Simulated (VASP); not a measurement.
ZnS (Wurtzite-2H): single point with r2SCAN

Crystal: ZnS (Wurtzite-2H).

```
Zn S
1.0
     3.81100    0.00000    0.00000
    -1.90550    3.30042    0.00000
     0.00000    0.00000    6.23400
Zn S
2 2
Direct
  0.33022 0.66382 0.00158
  0.66708 0.33416 0.50057
  0.33541 0.67401 0.38102
  0.67009 0.33010 0.88459
```

- Program: VASP 6.6.1
- Task: single point
- Functional: r2SCAN
- Potentials or basis: VASP PAW PBE potentials, release 64 (Zn, S)
- Cutoff: 550 eV
- k mesh: 2 × 2 × 1
- Occupations: gaussian, width 0.1 eV
- Spin: no spin polarisation

```
Pressure               : 1.8 GPa
Largest force          : 0.464 eV/Å
Band gap on the k mesh : 2.77 eV, direct
```

Forces on the atoms (eV/Å):
```
Zn   0.172  0.004  0.262
Zn  -0.031  0.141  0.342
S    0.057 -0.180 -0.185
S   -0.197  0.036 -0.418
```

Stress tensor (GPa, compression positive):
```
 5.92  0.42  0.17
 0.42  6.57  0.19
 0.17  0.19 -7.08
```

Levels at points of the mesh, in eV from the valence-band top:
| k point | band 14 | band 15 | band 16 | band 17 | band 18 | band 19 | band 20 | band 21 | band 22 | band 23 |
| --- | --- | --- | --- | --- | --- | --- | --- | --- | --- | --- |
| (0.00, 0.00, 0.00) | -0.94 | -0.86 | -0.02 | -0.01 | 0.00 | 2.77 | 3.47 | 6.70 | 6.73 | 7.05 |
| (0.50, 0.00, 0.00) | -4.30 | -3.28 | -2.32 | -1.67 | -0.98 | 3.94 | 4.75 | 5.45 | 7.45 | 7.97 |
| (0.00, 0.50, 0.00) | -4.33 | -3.26 | -2.32 | -1.70 | -0.98 | 3.94 | 4.78 | 5.53 | 7.46 | 7.91 |
| (0.50, 0.50, 0.00) | -4.23 | -3.33 | -2.33 | -1.59 | -0.98 | 3.91 | 4.69 | 5.33 | 7.45 | 8.07 |

Wall time 34 s on 1 thread of Intel(R) Xeon(R) Platinum 8488C (Sapphire Rapids), with other jobs on the host, peak memory 0.2 GiB.

Caveat: the k points lie up to 1.01 Å⁻¹ apart; the PAW data sets were made with another functional, which shifts forces and pressure a little. r2SCAN opens gaps a little over a GGA but as a rule still falls short of measured ones.
